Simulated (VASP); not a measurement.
# BH3C18 in VASP: single point with PBE

Aim: the single point of BH3C18 with PBE.

All numbers are computed with VASP 6.6.1; they aren't measurements. Logs are shortened: lines on timing, memory, paths and dates and some standing lists are left out, and cuts for length are marked.

**1. The cell of the first run**

The cell holds a slab with vacuum, 22 atoms: a = 7.398 Å, b = 7.398 Å, c = 12.000 Å, α = 90.00°, β = 90.00°, γ = 120.00°.

**2. Single point, PBE**

Input file INCAR:

```
  PREC = Accurate
  ENCUT = 520
  EDIFF = 1E-7
  ISMEAR = -1
  SIGMA = 0.05
  LREAL = Auto
  LASPH = True
  NELM = 80
  ALGO = Normal
  ISIF = 2
  LWAVE = False
  LCHARG = False
  GGA = PE
  NBANDS = 56
```

Input file KPOINTS:

```
Automatic mesh
0
Gamma
  2 2 1
```

Input file POSCAR:

```
BH3C18
1.0
    7.3980000000      0.0000000000      0.0000000000
   -3.6990000000      6.4068560000      0.0000000000
    0.0000000000      0.0000000000     12.0000000000
C B H
18 1 3
Direct
    0.0057260403      0.0051772471      0.0842235128
    0.2266059635      0.1110934980      0.0845879820
    0.0055250744      0.3376223389      0.0711020815
    0.2243233846      0.4496101231      0.0781549245
    0.0057497417      0.6681184106      0.0688242724
    0.2266065036      0.7807004920      0.0665464204
    0.3376512213      0.0036851037      0.0731822200
    0.5598691986      0.1157129467      0.0742390284
    0.3385126283      0.3382235809      0.1124321839
    0.5638598485      0.4502682471      0.0806351961
    0.3363399698      0.6686607809      0.0713622627
    0.5592857514      0.7817111646      0.0765758616
    0.6709433829      0.0033760394      0.0743573508
    0.8917198460      0.1160423816      0.0764260021
    0.6713156662      0.3379746226      0.0729481050
    0.8937848753      0.4481760436      0.0665246833
    0.6681714888      0.6671602864      0.0782340148
    0.8925642736      0.7784767041      0.0829481301
    0.9519148960      0.8832615395      0.2169231902
    1.3410782423      1.3432580574      0.2060953351
    1.0858219605      0.8646336816      0.2612510589
    0.8209452726      0.9007796598      0.2655094633
```

Potentials or basis: VASP PAW PBE potentials, release 64 (C, B, H).

On the command line:

```sh
$ cat potpaw_PBE.64/C/POTCAR potpaw_PBE.64/B/POTCAR potpaw_PBE.64/H/POTCAR > POTCAR
$ mpirun -np 1 vasp_std > vasp.out
```

OUTCAR:

```text
PREC = Accurate
   ENCUT = 520
   EDIFF = 1E-7
   ISMEAR = -1
   LREAL = Auto
   LASPH = True
   NELM = 80
   ISIF = 2
   GGA = PE

 ion  position               nearest neighbor table
   1  0.006  0.005  0.084-   2 1.42  14 1.44  18 1.45  19 1.77
   2  0.227  0.111  0.085-   7 1.41   1 1.42   9 1.49
   3  0.006  0.338  0.071-   4 1.40  14 1.42  16 1.43
   4  0.224  0.450  0.078-   3 1.40  11 1.41   9 1.50
   5  0.006  0.668  0.069-  16 1.41   6 1.42  18 1.44
   6  0.227  0.781  0.067-   5 1.42  11 1.42   7 1.43
   7  0.338  0.004  0.073-   2 1.41   8 1.42   6 1.43
   8  0.560  0.116  0.074-   7 1.42  15 1.42  13 1.43
   9  0.339  0.338  0.112-  20 1.12   2 1.49  10 1.49   4 1.50
  10  0.564  0.450  0.081-  17 1.39  15 1.41   9 1.49
  11  0.336  0.669  0.071-   4 1.41   6 1.42  12 1.43
  12  0.559  0.782  0.077-  13 1.42  11 1.43  17 1.43
  13  0.671  0.003  0.074-  14 1.41  12 1.42   8 1.43
  14  0.892  0.116  0.076-  13 1.41   3 1.42   1 1.44
  15  0.671  0.338  0.073-  10 1.41   8 1.42  16 1.43
  16  0.894  0.448  0.067-   5 1.41   3 1.43  15 1.43
  17  0.668  0.667  0.078-  10 1.39  12 1.43  18 1.44
  18  0.893  0.778  0.083-  17 1.44   5 1.44   1 1.45  19 1.74
  19  0.952  0.883  0.217-  21 1.19  22 1.19  18 1.74   1 1.77
  20  0.341  0.343  0.206-   9 1.12
  21  0.086  0.865  0.261-  19 1.19
  22  0.821  0.901  0.266-  19 1.19

  LATTYP: Found a hexagonal cell.
 ALAT       =     7.3980000000
 C/A-ratio  =     1.6220600162

  Lattice vectors:

 A1 = (   7.3980000000,   0.0000000000,   0.0000000000)
 A2 = (  -3.6990000000,   6.4068560000,   0.0000000000)
 A3 = (   0.0000000000,   0.0000000000,  12.0000000000)

Analysis of symmetry for initial positions (statically):
=====================================================================
 Subroutine PRICEL returns:
 Original cell was already a primitive cell.

 Routine SETGRP: Setting up the symmetry group for a
 hexagonal supercell.

 Subroutine GETGRP returns: Found  1 space group operations
 (whereof  1 operations were pure point group operations)
 out of a pool of 24 trial point group operations.

The static configuration has the point symmetry C_1 .

Analysis of symmetry for dynamics (positions and initial velocities):
=====================================================================
 Subroutine PRICEL returns:
 Original cell was already a primitive cell.

 Routine SETGRP: Setting up the symmetry group for a
 hexagonal supercell.

 Subroutine GETGRP returns: Found  1 space group operations
 (whereof  1 operations were pure point group operations)
 out of a pool of 24 trial point group operations.

The dynamic configuration has the point symmetry C_1 .

 Subroutine INISYM returns: Found  1 space group operations
 (whereof  1 operations are pure point group operations),
 and found     1 'primitive' translations

----------------------------------------------------------------------------------------

                                     Primitive cell

  volume of cell :     568.7750

  direct lattice vectors                    reciprocal lattice vectors
     7.398000000  0.000000000  0.000000000     0.135171668  0.078041398  0.000000000
    -3.699000000  6.406856000  0.000000000     0.000000000  0.156082796  0.000000000
     0.000000000  0.000000000 12.000000000     0.000000000  0.000000000  0.083333333

  length of vectors
     7.398000000  7.398000054 12.000000000     0.156082797  0.156082796  0.083333333

  position of ions in fractional coordinates (direct lattice)
     0.005726040  0.005177247  0.084223513
     0.226605963  0.111093498  0.084587982
     0.005525074  0.337622339  0.071102082
     0.224323385  0.449610123  0.078154924
     0.005749742  0.668118411  0.068824272
     0.226606504  0.780700492  0.066546420
[... 14 lines left out ...]
     0.085821960  0.864633682  0.261251059
     0.820945273  0.900779660  0.265509463

  ion indices of the primitive-cell ions
   primitive index   ion index
                 1           1
                 2           2
                 3           3
                 4           4
                 5           5
                 6           6
[... 14 lines left out ...]
                21          21
                22          22

----------------------------------------------------------------------------------------

 KPOINTS: Automatic mesh

Automatic generation of k-mesh.
 Grid dimensions read from file:
 generate k-points for:    2    2    1

 Generating k-lattice:

  Cartesian coordinates                     Fractional coordinates (reciprocal lattice)
     0.067585834  0.039020699  0.000000000     0.500000000  0.000000000  0.000000000
     0.000000000  0.078041398  0.000000000     0.000000000  0.500000000  0.000000000
     0.000000000  0.000000000  0.083333333     0.000000000  0.000000000  1.000000000

  Length of vectors
     0.078041399  0.078041398  0.083333333

  Shift w.r.t. Gamma in fractional coordinates (k-lattice)
     0.000000000  0.000000000  0.000000000

 Subroutine IBZKPT returns following result:
 ===========================================

 Found      4 irreducible k-points:

 Following reciprocal coordinates:
            Coordinates               Weight
  0.000000  0.000000  0.000000      1.000000
  0.500000  0.000000  0.000000      1.000000
  0.000000  0.500000  0.000000      1.000000
  0.500000  0.500000  0.000000      1.000000
   k-points           NKPTS =      4   k-points in BZ     NKDIM =      4   number of bands    NBANDS=     56
   number of dos      NEDOS =    301   number of ions     NIONS =     22
   total plane-waves  NPLWV = 282240
   dimension x,y,z NGX =    56 NGY =   56 NGZ =   90
   dimension x,y,z NGXF=   112 NGYF=  112 NGZF=  180
   ions per type =              18   1   3
   NGX,Y,Z   is equivalent  to a cutoff of  12.58, 12.58, 12.47 a.u.
   NGXF,Y,Z  is equivalent  to a cutoff of  25.17, 25.17, 24.94 a.u.
 SYSTEM =  unknown system
   PREC   = accura    normal or accurate (medium, high low for compatibility)
   ISTART =      0    job   : 0-new  1-cont  2-samecut
   ICHARG =      2    charge: 1-file 2-atom 10-const
   ISPIN  =      1    spin polarized calculation?
   LNONCOLLINEAR =      F non collinear calculations
   LSORBIT =      F    spin-orbit coupling
   LASPH  =      T    aspherical Exc in radial PAW
   ENCUT  =  520.0 eV  38.22 Ry    6.18 a.u.  13.76 13.76 22.31*2*pi/ulx,y,z
   NELM   =     80;   NELMIN=  2; NELMDL= -5     # of ELM steps
   EDIFF  = 0.1E-06   stopping-criterion for ELM
   LREAL  =      T    real-space projection
   EDIFFG = 0.1E-05   stopping-criterion for IOM
   NSW    =      0    number of steps for IOM
   IBRION =     -1    ionic relax: 0-MD 1-quasi-New 2-CG
   NFREE  =      0    steps in history (QN), initial steepest desc. (CG)
   ISIF   =      2    stress and relaxation
   ISYM   =      2    0-nonsym 1-usesym 2-fastsym
   POTIM  = 0.5000    time-step for ionic-motion
   TEBEG  =    0.0;   TEEND  =   0.0 temperature during run
   PSTRESS=    0.0 pullay stress
   NELECT =      78.0000    total number of electrons
   NUPDOWN=      -1.0000    fix difference up-down
   EMIN   =  10.00;   EMAX   =-10.00  energy-range for DOS
   EFERMI =   0.00;   METHOD = LEGACY
   ISMEAR =    -1;   SIGMA  =   0.05  broadening in eV -4-tet -1-fermi 0-gaus
   EFERMI_NEDOS =   21; number of points for ismear=-14 and -15
   IALGO  =     38    algorithm
   IMIX   =      4    mixing-type and parameters
     AMIX     =   0.40;   BMIX     =  1.00
     AMIX_MAG =   1.60;   BMIX_MAG =  1.00
  volume/ion in A,a.u.               =      25.85       174.47
  Fermi-wavevector in a.u.,A,eV,Ry     =   0.844228  1.595359  9.697146  0.712720
  Thomas-Fermi vector in A             =   1.959222
   LORBIT       =      0    0 simple, 1 ext, 2 COOP (PROOUT), +10 PAW based schemes
   GGA     = PE    functional components
   LHFCALC =     F    Hartree Fock is set to
   AEXX    =    0.0000 exact exchange contribution
   IVDW    =     0    specifies the selected vdW correction
   LEPSILON=     F    determine dielectric tensor
   LRPA    =     F    only Hartree local field effects (RPA)
 non-spin polarized calculation
  energy-cutoff  :      520.00
  volume of cell :      568.78
 maximum number of plane-waves:     15363
 NGX is ok and might be reduce to    56
   NGX = 27   NGY = 27   NGZ = 45

 number of electron      78.0000002 magnetization

 Free energy of the ion-electron system (eV)
  ---------------------------------------------------
  ext. energy  EPLUGINS =         0.00000000
  ---------------------------------------------------
  free energy    TOTEN  =      -179.58323723 eV

  energy without entropy =     -179.53344307  energy(sigma->0) =     -179.55834015

 E-fermi :  -1.4616     XC(G=0):  -4.0373

 val. band max:       -1.4659600308   @ k =   0.0000   0.5000   0.0000
 cond. band min:      -1.1586503530   @ k =   0.5000   0.0000   0.0000
 fundamental gap:      0.3073096778
 Fermi energy:        -1.4615702274

 k-point     1 :       0.0000    0.0000    0.0000
  band No.  band energies     occupation
      1     -21.2355      2.00000
      2     -19.0821      2.00000
      3     -18.6275      2.00000
      4     -18.5705      2.00000
      5     -18.4742      2.00000
      6     -18.4106      2.00000
[... 43 lines left out ...]
     50       3.5029      0.00000
     51       4.4018      0.00000

 k-point     2 :       0.5000    0.0000    0.0000
  band No.  band energies     occupation
      1     -20.7689      2.00000
      2     -20.3703      2.00000
      3     -19.3000      2.00000
      4     -19.1454      2.00000
      5     -16.9757      2.00000
      6     -16.7133      2.00000
[... 43 lines left out ...]
     50       4.0253      0.00000
     51       4.1812      0.00000

 k-point     3 :       0.0000    0.5000    0.0000
  band No.  band energies     occupation
      1     -20.7573      2.00000
      2     -20.3913      2.00000
      3     -19.2726      2.00000
      4     -19.1631      2.00000
      5     -16.9601      2.00000
      6     -16.7271      2.00000
[... 43 lines left out ...]
     50       3.9288      0.00000
     51       4.2789      0.00000

 k-point     4 :       0.5000    0.5000    0.0000
  band No.  band energies     occupation
      1     -20.7740      2.00000
      2     -20.3713      2.00000
      3     -19.2635      2.00000
      4     -19.1606      2.00000
      5     -17.0301      2.00000
      6     -16.7320      2.00000
[... 43 lines left out ...]
     50       4.1377      0.00000
     51       4.3220      0.00000
 [bands above 51 left out]

------------------------ aborting loop because EDIFF is reached ----------------------------------------

  FORCE on cell =-STRESS in cart. coord.  units (eV):
  Direction    XX          YY          ZZ          XY          YZ          ZX
  --------------------------------------------------------------------------------------
  -------------------------------------------------------------------------------------
  Total        6.9216277      5.3325018     -0.0614000      0.3128813     -0.0000003      0.0057752
  in kB       19.4974709     15.0210765     -0.1729571      0.8813526     -0.0000009      0.0162682
  external PRESSURE =      11.4485301 kB  Pullay stress =       0.0000000 kB

 VOLUME and BASIS-vectors are now :
 -----------------------------------------------------------------------------
  energy-cutoff  :      520.00
  volume of cell :      568.78
      direct lattice vectors                 reciprocal lattice vectors
     7.398000000  0.000000000  0.000000000     0.135171668  0.078041398  0.000000000
    -3.699000000  6.406856000  0.000000000     0.000000000  0.156082796  0.000000000
     0.000000000  0.000000000 12.000000000     0.000000000  0.000000000  0.083333333

 POSITION                                       TOTAL-FORCE (eV/Angst)
 -----------------------------------------------------------------------------------
      0.02321      0.03317      1.01068        -0.018569      0.007232     -0.001455
      1.26550      0.71176      1.01506         0.001800      0.010112      0.002618
     -1.20799      2.16310      0.85322        -0.004541      0.007778      0.000316
     -0.00356      2.88059      0.93786         0.009045     -0.001393     -0.006694
     -2.42883      4.28054      0.82589        -0.007114     -0.000201     -0.000839
     -1.21138      5.00184      0.79856         0.006260      0.004185     -0.003420
[... 14 lines left out ...]
     -2.56337      5.53958      3.13501         0.016575      0.011029      0.009041
      2.74137      5.77117      3.18611        -0.016419      0.011360      0.011253
 -----------------------------------------------------------------------------------
    total drift:                               -0.003590     -0.006666     -0.009386

  FREE ENERGIE OF THE ION-ELECTRON SYSTEM (eV)
  ---------------------------------------------------
  free  energy   TOTEN  =      -179.5832372323 eV

  energy  without entropy=     -179.5334430723  energy(sigma->0) =     -179.55834015
```

It took 8.3 min on 1 thread of Intel Xeon 8259CL, shared host; peak memory 0.6 GiB.

Results:

- Free energy: -179.5832 eV
- Largest force: 0.023 eV/Å
- Band gap on the k mesh: zero (bands 39 and 40 overlap by 0.07 eV)

Forces on the atoms (eV/Å):
```
C   -0.019  0.007 -0.001
C    0.002  0.010  0.003
C   -0.005  0.008  0.000
C    0.009 -0.001 -0.007
C   -0.007  0.000 -0.001
C    0.006  0.004 -0.003
C    0.013  0.001 -0.004
C    0.006 -0.005 -0.003
C    0.000  0.000  0.010
C   -0.015  0.009 -0.003
C    0.003  0.007 -0.005
C    0.003  0.008  0.006
C   -0.006 -0.018 -0.003
C    0.004 -0.002 -0.004
C    0.004  0.002 -0.003
C    0.001 -0.010 -0.005
C   -0.004 -0.007 -0.010
C    0.003 -0.010 -0.015
B   -0.001 -0.021  0.008
H    0.001 -0.002  0.021
H    0.017  0.011  0.009
H   -0.016  0.011  0.011
```

Levels at points of the mesh, in eV from the Fermi level:
```tsv
k point	band 35	band 36	band 37	band 38	band 39	band 40	band 41	band 42	band 43	band 44
(0.00, 0.00, 0.00)	-3.12	-3.04	-2.14	-0.93	-0.65	-0.07	1.95	2.20	3.34	3.80
(0.50, 0.00, 0.00)	-3.45	-3.02	-2.54	-2.44	-0.05	0.30	1.81	2.14	2.45	3.34
(0.00, 0.50, 0.00)	-3.47	-2.97	-2.73	-2.47	0.00	0.80	1.16	2.21	2.43	3.07
(0.50, 0.50, 0.00)	-3.34	-3.19	-2.67	-2.40	-0.15	0.58	1.72	2.20	2.44	3.33
```

Caveat: the k points lie up to 0.49 Å⁻¹ apart.
